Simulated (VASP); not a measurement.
Write the native input for VASP 6.6.1 that does the following.

| Property | Result |
| --- | --- |
| Task | single point |
| Functional | PBE |
| Potentials or basis | VASP PAW PBE potentials, release 64 (Te, Mo_sv) |
| Cutoff | 500 eV |
| k mesh | 6 × 6 × 4 |
| Occupations | gaussian, width 0.1 eV |
| Spin | no spin polarisation |
| Dipole correction | no |
| Further INCAR settings | ALGO = Normal; EDIFF = 1e-06; NBANDS = 24 |

The structure of TeMo2 lies in POSCAR:

```
TeMo2
1.0
    3.2282600478      0.0000000000      0.0000000000
   -1.6141300239      2.7957552114      0.0000000000
    0.0000000000      0.0000000000      6.4192064729
Te Mo
1 2
Direct
    0.0000000000      0.0000000000      0.5000000000
    0.6666666667      0.3333333333      0.8687828987
    0.3333333333      0.6666666667      0.1312171013
```

The cell was built from a structure type or drawn by symmetry, and may not be a known phase.

The input as run:

INCAR

```
SYSTEM = TeMo2
PREC     = Accurate       ! precision mode
ENCUT    = 500            ! plane-wave cutoff, eV
EDIFF    = 1E-6           ! SCF threshold, eV
ISMEAR   = 0              ! smearing method
SIGMA    = 0.1            ! smearing width, eV
LREAL    = .FALSE.        ! projectors in reciprocal space
LASPH    = .TRUE.         ! aspherical terms in the spheres
NELM     = 120            ! most SCF steps
ALGO     = Normal         ! electronic algorithm
ISIF     = 2              ! what is computed and relaxed
LWAVE    = .FALSE.        ! write WAVECAR
LCHARG   = .TRUE.         ! write CHGCAR
GGA      = PE             ! functional
LELF     = .TRUE.         ! ELF
LVHAR    = .TRUE.       
NBANDS   = 24             ! bands
GGA_COMPAT= .FALSE.
```

KPOINTS

```
Automatic mesh
0
G
  6 6 4
  0 0 0
```

Potentials or basis: VASP PAW PBE potentials, release 64 (Te, Mo_sv).

Command:

```console
$ cat potpaw_PBE.64/Te/POTCAR potpaw_PBE.64/Mo_sv/POTCAR > POTCAR
$ mpirun -np 1 vasp_std > vasp.out
```

It gave:

* Pressure: 1.1 GPa
* Largest force: 0.195 eV/Å
* Band gap on the k mesh: zero (bands 17 and 18 overlap by 2.67 eV)

Caveat: the k points lie up to 0.37 Å⁻¹ apart, too coarse for converged energies and pressures of a metal; spin-orbit coupling is left out, which moves the levels of the heavy elements.

It took 19 s on 1 thread of AMD EPYC 9R45 96-Core Processor (Zen 5), with other jobs on the host, peak memory 0.15 GiB.
